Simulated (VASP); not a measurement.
# HfN (F-43m) in VASP: further runs, part 2 of 2

VASP 6.6.1. The steps go on from the part before.

## 4. Single point, PBE

This run uses another cell than the first one, of 14.05 Å³/atom, 1.056 times its volume.

INCAR

```
PREC     = Accurate       # precision mode
ENCUT    = 520            # plane-wave cutoff, eV
EDIFF    = 1E-6           # SCF threshold, eV
ISMEAR   = -1             # smearing method
SIGMA    = 0.05           # smearing width, eV
LREAL    = F              # projectors in reciprocal space
LASPH    = T              # aspherical terms in the spheres
NELM     = 100            # most SCF steps
ALGO     = Normal         # electronic algorithm
ISIF     = 2              # what is computed and relaxed
LWAVE    = F              # write WAVECAR
LCHARG   = F              # write CHGCAR
GGA      = PE             # functional
NBANDS   = 14             # bands
```

KPOINTS

```
regular mesh
0
Gamma
  8 8 8
```

POSCAR

```
HfN
1.0
    0.0000000000      2.4132048419      2.4132048419
    2.4132048419      0.0000000000      2.4132048419
    2.4132048419      2.4132048419      0.0000000000
Hf N
1 1
Direct
    0.0000000000      0.0000000000      0.0000000000
    0.7500000000      0.7500000000      0.7500000000
```

Potentials or basis: VASP PAW PBE potentials, release 64 (Hf_pv, N).

On the command line:

```bash
$ cat potpaw_PBE.64/Hf_pv/POTCAR potpaw_PBE.64/N/POTCAR > POTCAR
$ mpirun -np 1 vasp_std > vasp.out
```

OUTCAR:

```text
PREC = Accurate
   ENCUT = 520
   EDIFF = 1E-6
   ISMEAR = -1
   LREAL = F
   LASPH = T
   NELM = 100
   ISIF = 2
   GGA = PE

 ion  position               nearest neighbor table
   1  0.000  0.000  0.000-   2 2.09   2 2.09   2 2.09   2 2.09
   2  0.750  0.750  0.750-   1 2.09   1 2.09   1 2.09   1 2.09

  LATTYP: Found a face centered cubic cell.
 ALAT       =     4.8264096838

  Lattice vectors:

 A1 = (   0.0000000000,   2.4132048419,   2.4132048419)
 A2 = (   2.4132048419,   0.0000000000,   2.4132048419)
 A3 = (   2.4132048419,   2.4132048419,   0.0000000000)

Analysis of symmetry for initial positions (statically):
=====================================================================
 Subroutine PRICEL returns:
 Original cell was already a primitive cell.

 Routine SETGRP: Setting up the symmetry group for a
 face centered cubic supercell.

 Subroutine GETGRP returns: Found 24 space group operations
 (whereof 24 operations were pure point group operations)
 out of a pool of 48 trial point group operations.
[... 166 lines left out ...]
 cond. band min:       6.3706137854   @ k =   0.1250   0.0000   0.0000
 fundamental gap:      0.2398392177
 Fermi energy:         6.1842170608

 k-point     1 :       0.0000    0.0000    0.0000
  band No.  band energies     occupation
      1     -24.7584      2.00000
      2     -24.7584      2.00000
      3     -24.7584      2.00000
      4     -10.2545      2.00000
      5       0.4773      2.00000
      6       0.4773      2.00000
      7       0.4773      2.00000
      8       5.5657      1.99999
      9       8.5478      0.00000
     10       8.5479      0.00000
     11      13.0938      0.00000
     12      13.0938      0.00000
     13      13.0938      0.00000
     14      18.7154      0.00000
[... 377 lines left out ...]
      1     -25.2705      2.00000
      2     -24.9784      2.00000
      3     -24.8781      2.00000
      4      -8.8317      2.00000
      5       0.5226      2.00000
      6       0.7463      2.00000
      7       1.7314      2.00000
      8       6.1308      1.48876
      9       8.1710      0.00000
     10       9.2584      0.00000
     11      12.2747      0.00000
     12      12.6072      0.00000
     13      13.3493      0.00000
     14      16.6447      0.00000

 [... further k-points ...]
[... 5 lines left out ...]
  --------------------------------------------------------------------------------------
  -------------------------------------------------------------------------------------
  Total        1.8502458      1.8502458      1.8502458      0.0000000     -0.0000000     -0.0000000
  in kB      105.4696354    105.4696354    105.4696354      0.0000000     -0.0000000     -0.0000000
  external PRESSURE =     105.4696354 kB  Pullay stress =       0.0000000 kB

 VOLUME and BASIS-vectors are now :
 -----------------------------------------------------------------------------
  energy-cutoff  :      520.00
  volume of cell :       28.11
      direct lattice vectors                 reciprocal lattice vectors
     0.000000000  2.413204842  2.413204842    -0.207193352  0.207193352  0.207193352
     2.413204842  0.000000000  2.413204842     0.207193352 -0.207193352  0.207193352
     2.413204842  2.413204842  0.000000000     0.207193352  0.207193352 -0.207193352

 POSITION                                       TOTAL-FORCE (eV/Angst)
 -----------------------------------------------------------------------------------
      0.00000      0.00000      0.00000        -0.000000     -0.000000     -0.000000
      3.61981      3.61981      3.61981         0.000000      0.000000      0.000000
 -----------------------------------------------------------------------------------
    total drift:                                0.000000      0.000000      0.000000

  FREE ENERGIE OF THE ION-ELECTRON SYSTEM (eV)
  ---------------------------------------------------
  free  energy   TOTEN  =       -21.1824423967 eV

  energy  without entropy=      -21.1792661704  energy(sigma->0) =      -21.18085428
```

OSZICAR:

```text
N       E                     dE             d eps       ncg     rms          rms(c)
DAV:   1     0.438337035610E+02    0.43834E+02   -0.77481E+03   812   0.987E+02
DAV:   2    -0.222571157901E+02   -0.66091E+02   -0.61869E+02  1092   0.236E+02
DAV:   3    -0.247609560352E+02   -0.25038E+01   -0.24963E+01   932   0.383E+01
DAV:   4    -0.247741007470E+02   -0.13145E-01   -0.13143E-01   956   0.333E+00
DAV:   5    -0.247742265526E+02   -0.12581E-03   -0.12581E-03   932   0.287E-01    0.587E+01
DAV:   6    -0.212697682231E+02    0.35045E+01   -0.12380E+01   872   0.250E+01    0.419E+01
DAV:   7    -0.211981602600E+02    0.71608E-01   -0.64127E-01   878   0.723E+00    0.256E+01
DAV:   8    -0.211890134926E+02    0.91468E-02   -0.78426E-02   980   0.258E+00    0.646E+00
DAV:   9    -0.211825483172E+02    0.64652E-02   -0.18569E-02   920   0.101E+00    0.171E+00
DAV:  10    -0.211824587406E+02    0.89577E-04   -0.13871E-03   974   0.343E-01    0.196E-01
DAV:  11    -0.211824453097E+02    0.13431E-04   -0.86120E-05   992   0.870E-02    0.100E-01
DAV:  12    -0.211824425475E+02    0.27622E-05   -0.21156E-05  1022   0.370E-02    0.131E-02
DAV:  13    -0.211824423967E+02    0.15082E-06   -0.11865E-06   640   0.108E-02
   1 F= -.21182442E+02 E0= -.21180854E+02  d E =-.317623E-02
```

stdout:

```text
POSCAR found type information on POSCAR HfN
 POSCAR found :  2 types and       2 ions
 scaLAPACK will be used
 LDA part: xc-table for (Slater+PW92), standard interpolation
 POSCAR, INCAR and KPOINTS ok, starting setup
 FFT: planning ... GRIDC
 FFT: planning ... GRID_SOFT
 FFT: planning ... GRID
 WAVECAR not read
 entering main loop
```

It took 13 s on 1 thread of Intel Xeon Platinum 8375C at 2.90GHz (Ice Lake), shared host; peak memory 0.15 GiB.

What came out:

```
Free energy : -21.1824 eV
Pressure    : 10.5 GPa
```

Levels at points of the mesh, in eV from the Fermi level:
| k point | band 6 | band 7 | band 8 | band 9 | band 10 | band 11 |
| --- | --- | --- | --- | --- | --- | --- |
| (0.00, 0.00, 0.00) | -5.71 | -5.71 | -0.62 | 2.36 | 2.36 | 6.91 |
| (0.50, 0.00, 0.00) | -5.07 | -5.07 | 1.61 | 2.90 | 2.90 | 4.44 |
| (0.50, 0.50, 0.00) | -3.68 | -3.68 | -1.17 | 2.33 | 4.31 | 4.95 |

Caveat: spin-orbit coupling is left out, which moves the levels of the heavy elements.

## 5. The runs side by side

| cell | gap on the mesh (eV) | pressure (GPa) |
| --- | --- | --- |
| a = 3.352 Å, angles 60.0°, 2 atoms | none | 24.9 |
| a = 3.383 Å, angles 60.0°, 2 atoms | none | 17.3 |
| a = 3.413 Å, angles 60.0°, 2 atoms | none | 10.5 |

Alike in all rows: task single point; level PBE; potentials or basis VASP PAW PBE potentials, release 64 (Hf_pv, N); no spin polarisation; k mesh 8 × 8 × 8; cutoff (eV) 520; smearing fermi-dirac 0.05 eV.

Caveats: spin-orbit coupling is left out, which moves the levels of the heavy elements.

Absolute energies hang on the potentials; compare differences alone.
